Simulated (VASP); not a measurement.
# Zn (Im-3m) in VASP: further runs

The runs below take Zn through single point, with PBEsol.

Program: VASP 6.6.1. These are calculated values, not measurements. Logs are shortened: lines on timing, memory, paths and dates and some standing lists are left out, and cuts for length are marked.

**1. The cell of the first run**

It takes space group Im-3m (No. 229, cubic). Conventional cell: a = 3.062 Å, b = 3.062 Å, c = 3.062 Å, α = 90.00°, β = 90.00°, γ = 90.00°. Within 3.5 Å of Zn (site symmetry m-3m) lie 14 Zn at 2.65 to 3.06 Å.

**2. Single point, PBEsol**

INCAR reads:

```
PREC = Accurate ; ENCUT = 500
EDIFF = 1E-6 ; ISMEAR = 0
SIGMA = 0.05 ; LREAL = False
LASPH = True ; NELM = 120
ALGO = Normal ; ISIF = 2
LWAVE = False ; LCHARG = False
GGA = PS ; NBANDS = 12
GGA_COMPAT = False
```

KPOINTS reads:

```
Automatic mesh
0
Gamma
  19 19 19
```

POSCAR reads:

```
Zn
1.0
    1.5311145901      1.5311145901      1.5311145901
   -1.5311145901      1.5311145901      1.5311145901
   -1.5311145901     -1.5311145901      1.5311145901
Zn
1
Direct
    0.0000000000      0.0000000000      0.0000000000
```

Potentials or basis: VASP PAW PBE potentials, release 64 (Zn).

Run with:

```bash
cat potpaw_PBE.64/Zn/POTCAR > POTCAR
mpirun -np 1 vasp_std > vasp.out
```

OUTCAR:

```text
PREC = Accurate
   ENCUT = 500
   EDIFF = 1E-6
   ISMEAR = 0
   LREAL = False
   LASPH = True
   NELM = 120
   ISIF = 2
   GGA = PS

 ion  position               nearest neighbor table
   1  0.000  0.000  0.000-

  LATTYP: Found a body centered cubic cell.
 ALAT       =     3.0622291802

  Lattice vectors:

 A1 = (   1.5311145901,  -1.5311145901,  -1.5311145901)
 A2 = (   1.5311145901,   1.5311145901,   1.5311145901)
 A3 = (  -1.5311145901,  -1.5311145901,   1.5311145901)

Analysis of symmetry for initial positions (statically):
=====================================================================
 Subroutine PRICEL returns:
 Original cell was already a primitive cell.

 Routine SETGRP: Setting up the symmetry group for a
 body centered cubic supercell.

 Subroutine GETGRP returns: Found 48 space group operations
 (whereof 48 operations were pure point group operations)
 out of a pool of 48 trial point group operations.

The static configuration has the point symmetry O_h .

Analysis of symmetry for dynamics (positions and initial velocities):
=====================================================================
 Subroutine PRICEL returns:
 Original cell was already a primitive cell.

 Routine SETGRP: Setting up the symmetry group for a
 body centered cubic supercell.

 Subroutine GETGRP returns: Found 48 space group operations
 (whereof 48 operations were pure point group operations)
 out of a pool of 48 trial point group operations.

The dynamic configuration has the point symmetry O_h .

 Subroutine INISYM returns: Found 48 space group operations
 (whereof 48 operations are pure point group operations),
 and found     1 'primitive' translations

----------------------------------------------------------------------------------------

                                     Primitive cell

  volume of cell :      14.3576

  direct lattice vectors                    reciprocal lattice vectors
     1.531114590  1.531114590  1.531114590     0.326559490  0.000000000  0.326559490
    -1.531114590  1.531114590  1.531114590    -0.326559490  0.326559490  0.000000000
    -1.531114590 -1.531114590  1.531114590     0.000000000 -0.326559490  0.326559490

  length of vectors
     2.651968262  2.651968262  2.651968262     0.461824860  0.461824860  0.461824860

  position of ions in fractional coordinates (direct lattice)
     0.000000000  0.000000000  0.000000000

  ion indices of the primitive-cell ions
   primitive index   ion index
                 1           1

[... 73 lines left out ...]
   EDIFFG = 0.1E-04   stopping-criterion for IOM
   NSW    =      0    number of steps for IOM
   IBRION =     -1    ionic relax: 0-MD 1-quasi-New 2-CG
   NFREE  =      0    steps in history (QN), initial steepest desc. (CG)
   ISIF   =      2    stress and relaxation
   ISYM   =      2    0-nonsym 1-usesym 2-fastsym
   POTIM  = 0.5000    time-step for ionic-motion
   TEBEG  =    0.0;   TEEND  =   0.0 temperature during run
   PSTRESS=    0.0 pullay stress
   NELECT =      12.0000    total number of electrons
   NUPDOWN=      -1.0000    fix difference up-down
   EMIN   =  10.00;   EMAX   =-10.00  energy-range for DOS
   EFERMI =   0.00;   METHOD = LEGACY
   ISMEAR =     0;   SIGMA  =   0.05  broadening in eV -4-tet -1-fermi 0-gaus
   EFERMI_NEDOS =   21; number of points for ismear=-14 and -15
   IALGO  =     38    algorithm
   IMIX   =      4    mixing-type and parameters
     AMIX     =   0.40;   BMIX     =  1.00
     AMIX_MAG =   1.60;   BMIX_MAG =  1.00
  volume/ion in A,a.u.               =      14.36        96.89
  Fermi-wavevector in a.u.,A,eV,Ry     =   1.542082  2.914113 32.354897  2.378018
  Thomas-Fermi vector in A             =   2.647937
   LORBIT       =      0    0 simple, 1 ext, 2 COOP (PROOUT), +10 PAW based schemes
   GGA     = PS    functional components
   LHFCALC =     F    Hartree Fock is set to
   AEXX    =    0.0000 exact exchange contribution
   IVDW    =     0    specifies the selected vdW correction
   LEPSILON=     F    determine dielectric tensor
   LRPA    =     F    only Hartree local field effects (RPA)
 non-spin polarized calculation
 Gauss-broadening in eV      SIGMA  =   0.05
  energy-cutoff  :      500.00
  volume of cell :       14.36
 maximum number of plane-waves:       375
   NGX =  9   NGY =  9   NGZ =  9

 number of electron      11.9999989 magnetization

 Free energy of the ion-electron system (eV)
  ---------------------------------------------------
  ext. energy  EPLUGINS =         0.00000000
  ---------------------------------------------------
  free energy    TOTEN  =        -1.49151186 eV

  energy without entropy =       -1.49102470  energy(sigma->0) =       -1.49126828

 E-fermi :   3.5852     XC(G=0): -12.0192

 val. band max:        3.5844451210   @ k =  -0.4211   0.2632   0.1053
 cond. band min:       3.6369512297   @ k =   0.4737   0.3684   0.3158
 fundamental gap:      0.0525061087
 Fermi energy:         3.5852209684

 k-point     1 :       0.0000    0.0000    0.0000
  band No.  band energies     occupation
      1      -7.5020      2.00000
      2      -4.4779      2.00000
      3      -4.4779      2.00000
      4      -4.4779      2.00000
      5      -3.9066      2.00000
      6      -3.9066      2.00000
      7      23.6321      0.00000
      8      23.6321      0.00000
      9      23.6321      0.00000
     10      24.8311      0.00000
     11      24.8311      0.00000
     12      24.8311      0.00000
[... 331 lines left out ...]
 k-point    24 :       0.4211    0.1053    0.0000
  band No.  band energies     occupation
      1      -5.1174      2.00000
      2      -4.7468      2.00000
      3      -4.0175      2.00000
      4      -3.9574      2.00000
      5      -3.7939      2.00000
      6      -1.9991      2.00000
      7       6.8805      0.00000
      8      13.3741      0.00000
      9      16.3414      0.00000
     10      21.3155      0.00000
     11      24.1753      0.00000
     12      27.4552      0.00000

 [... further k-points ...]
[... 5 lines left out ...]
  --------------------------------------------------------------------------------------
  -------------------------------------------------------------------------------------
  Total        0.0348873      0.0348873      0.0348873     -0.0000000     -0.0000000      0.0000000
  in kB        3.8930971      3.8930971      3.8930971     -0.0000000     -0.0000000      0.0000000
  external PRESSURE =       3.8930971 kB  Pullay stress =       0.0000000 kB

 VOLUME and BASIS-vectors are now :
 -----------------------------------------------------------------------------
  energy-cutoff  :      500.00
  volume of cell :       14.36
      direct lattice vectors                 reciprocal lattice vectors
     1.531114590  1.531114590  1.531114590     0.326559490  0.000000000  0.326559490
    -1.531114590  1.531114590  1.531114590    -0.326559490  0.326559490  0.000000000
    -1.531114590 -1.531114590  1.531114590     0.000000000 -0.326559490  0.326559490

 POSITION                                       TOTAL-FORCE (eV/Angst)
 -----------------------------------------------------------------------------------
      0.00000      0.00000      0.00000         0.000000     -0.000000      0.000000
 -----------------------------------------------------------------------------------
    total drift:                               -0.000000      0.000000      0.000000

  FREE ENERGIE OF THE ION-ELECTRON SYSTEM (eV)
  ---------------------------------------------------
  free  energy   TOTEN  =        -1.4915118581 eV

  energy  without entropy=       -1.4910247012  energy(sigma->0) =       -1.49126828
```

stdout:

```text
POSCAR found type information on POSCAR Zn
 POSCAR found :  1 types and       1 ions
 scaLAPACK will be used
 -----------------------------------------------------------------------------
|                                                                             |
|                                                                             |
|     You enforced a specific xc type in the INCAR file but a different       |
|     I HOPE YOU KNOW WHAT YOU ARE DOING!                                     |
|                                                                             |
 -----------------------------------------------------------------------------

 LDA part: xc-table for (Slater+PW92), standard interpolation
 POSCAR, INCAR and KPOINTS ok, starting setup
 FFT: planning ... GRIDC
 FFT: planning ... GRID_SOFT
 FFT: planning ... GRID
 WAVECAR not read
 entering main loop
```

Wall time 20 s (1 thread of Intel Xeon 6975P-C (Granite Rapids), shared host); peak memory 0.14 GiB.

Results:

```yaml
Free_energy: -1.4915 eV
Pressure: 0.4 GPa
Band_gap_on_the_k_mesh: zero (band 6 reaches 7.30 eV, above the bottom of band 7 at 2.64 eV)
```

Levels at points of the mesh, in eV from the Fermi level:
```csv
k point,band 2,band 3,band 4,band 5,band 6,band 7,band 8,band 9,band 10,band 11
"(0.00, 0.00, 0.00)",-8.06,-8.06,-8.06,-7.49,-7.49,20.05,20.05,20.05,21.25,21.25
```

Caveat: the PAW data sets were made with another functional, which shifts forces and pressure a little.

**3. Single point, PBEsol**

This run uses another cell than the first one, of 14.28 Å³/atom, 0.995 times its volume.

INCAR reads:

```
PREC = Accurate ; ENCUT = 500
EDIFF = 1E-6 ; ISMEAR = 0
SIGMA = 0.05 ; LREAL = F
LASPH = T ; NELM = 120
ALGO = Normal ; ISIF = 2
LWAVE = F ; LCHARG = F
GGA = PS ; NBANDS = 12
GGA_COMPAT = F
```

KPOINTS reads:

```
Automatic mesh
0
Gamma
  20 20 20
```

POSCAR reads:

```
Zn
1.0
    1.5284367911      1.5284367911      1.5284367911
   -1.5284367911      1.5284367911      1.5284367911
   -1.5284367911     -1.5284367911      1.5284367911
Zn
1
Direct
    0.0000000000      0.0000000000      0.0000000000
```

Potentials or basis: VASP PAW PBE potentials, release 64 (Zn).

Run with:

```bash
cat potpaw_PBE.64/Zn/POTCAR > POTCAR
mpirun -np 1 vasp_std > vasp.out
```

Run time: 25 s. Hardware: 1 thread of Intel Xeon 6975P-C (Granite Rapids), shared host; peak memory 0.15 GiB.

The run converged. Its results:

| Item | Value |
| --- | --- |
| Free energy | -1.4938 eV |
| Pressure | 0.5 GPa |
| Band gap on the k mesh | zero (band 6 reaches 7.79 eV, above the bottom of band 7 at 2.64 eV) |

Levels at points of the mesh, in eV from the Fermi level:
```csv
k point,band 4,band 5,band 6,band 7,band 8,band 9
"(0.00, 0.00, 0.00)",-8.06,-7.48,-7.48,20.17,20.17,20.17
"(0.50, 0.00, 0.00)",-7.44,-7.10,-3.09,-0.95,11.81,13.10
"(0.50, 0.50, 0.50)",-7.19,-7.19,4.20,4.20,4.20,8.29
```

Caveat: the PAW data sets were made with another functional, which shifts forces and pressure a little.

**4. Single point, PBEsol**

This run uses another cell than the first one, of 14.07 Å³/atom, 0.980 times its volume.

INCAR reads:

```
SYSTEM = Zn
PREC     = Accurate       ! precision mode
ENCUT    = 500            ! plane-wave cutoff, eV
EDIFF    = 1E-6           ! SCF threshold, eV
ISMEAR   = 0              ! smearing method
SIGMA    = 0.05           ! smearing width, eV
LREAL    = .FALSE.        ! projectors in reciprocal space
LASPH    = .TRUE.         ! aspherical terms in the spheres
NELM     = 120            ! most SCF steps
ALGO     = Normal         ! electronic algorithm
ISIF     = 2              ! what is computed and relaxed
LWAVE    = .FALSE.        ! write WAVECAR
LCHARG   = .TRUE.         ! write CHGCAR
GGA      = PS             ! functional
LELF     = .TRUE.         ! ELF
LVHAR    = .TRUE.       
NBANDS   = 12             ! bands
GGA_COMPAT= .FALSE.
```

KPOINTS reads:

```
Automatic mesh
0
G
  20 20 20
  0 0 0
```

POSCAR reads:

```
Zn
1.0
    1.5207560746      1.5207560746      1.5207560746
   -1.5207560746      1.5207560746      1.5207560746
   -1.5207560746     -1.5207560746      1.5207560746
Zn
1
Direct
    0.0000000000      0.0000000000      0.0000000000
```

Run with:

```bash
cat potpaw_PBE.64/Zn/POTCAR > POTCAR
mpirun -np 1 vasp_std > vasp.out
```

It took 24 s on 1 thread of Intel Xeon 6975P-C (Granite Rapids), shared host; peak memory 0.15 GiB.

The run converged. Its results:

```yaml
Free_energy: -1.4924 eV
Pressure: 1.8 GPa
Band_gap_on_the_k_mesh: zero (band 6 reaches 7.94 eV, above the bottom of band 7 at 2.79 eV)
```

Levels at points of the mesh, in eV from the Fermi level:
```tsv
k point	band 4	band 5	band 6	band 7	band 8	band 9
(0.00, 0.00, 0.00)	-8.12	-7.53	-7.53	20.42	20.42	20.42
(0.50, 0.00, 0.00)	-7.48	-7.13	-3.17	-0.93	11.93	13.19
(0.50, 0.50, 0.50)	-7.23	-7.23	4.21	4.21	4.21	8.47
```

Caveat: the PAW data sets were made with another functional, which shifts forces and pressure a little.

**5. Single point, PBEsol**

This run uses another cell than the first one, of 14.50 Å³/atom, 1.010 times its volume.

INCAR reads:

```
PREC = Accurate
ENCUT = 500
EDIFF = 1E-6
ISMEAR = 0
SIGMA = 0.05
LREAL = False
LASPH = True
NELM = 120
ALGO = Normal
ISIF = 2
LWAVE = False
LCHARG = False
GGA = PS
NBANDS = 12
GGA_COMPAT = False
```

KPOINTS reads:

```
regular mesh
0
Gamma
  20 20 20
```

POSCAR reads:

```
Zn
1.0
    1.5360410794      1.5360410794      1.5360410794
   -1.5360410794      1.5360410794      1.5360410794
   -1.5360410794     -1.5360410794      1.5360410794
Zn
1
Direct
    0.0000000000      0.0000000000      0.0000000000
```

Run with:

```bash
cat potpaw_PBE.64/Zn/POTCAR > POTCAR
mpirun -np 1 vasp_std > vasp.out
```

Run time: 20 s. Hardware: 1 thread of Intel Xeon 6975P-C (Granite Rapids), shared host; peak memory 0.15 GiB.

Results (log left out):

```yaml
Free_energy: -1.4936 eV
Pressure: -0.7 GPa
Band_gap_on_the_k_mesh: zero (band 6 reaches 7.65 eV, above the bottom of band 7 at 2.50 eV)
```

Levels at points of the mesh, in eV from the Fermi level:
```
           k point  band 2  band 3  band 4  band 5  band 6  band 7  band 8  band 9  band 10  band 11
(0.00, 0.00, 0.00)   -8.00   -8.00   -8.00   -7.43   -7.43   19.92   19.92   19.92    21.20    21.20
(0.50, 0.00, 0.00)   -8.34   -7.46   -7.40   -7.06   -3.01   -0.97   11.69   13.01    15.71    17.40
(0.50, 0.50, 0.50)   -8.63   -7.15   -7.15   -7.15    4.18    4.18    4.18    8.11     8.71     8.71
```

Caveat: the PAW data sets were made with another functional, which shifts forces and pressure a little.

**6. Overview**

| cell | k mesh | gap on the mesh (eV) | pressure (GPa) |
| --- | --- | --- | --- |
| a = 2.652 Å, angles 70.5, 109.5, 70.5°, 1 atom | 19 × 19 × 19 | none | 0.4 |
| a = 2.647 Å, angles 70.5, 109.5, 70.5°, 1 atom | 20 × 20 × 20 | none | 0.5 |
| a = 2.634 Å, angles 70.5, 109.5, 70.5°, 1 atom | 20 × 20 × 20 | none | 1.8 |
| a = 2.661 Å, angles 70.5, 109.5, 70.5°, 1 atom | 20 × 20 × 20 | none | -0.7 |

Alike in all rows: task single point; level PBEsol; potentials or basis VASP PAW PBE potentials, release 64 (Zn); no spin polarisation; cutoff (eV) 500; smearing gaussian 0.05 eV.

Caveats: the PAW data sets were made with another functional, which shifts forces and pressure a little.

Total energies depend on the potentials used, so only differences within one code and one set of settings carry meaning.
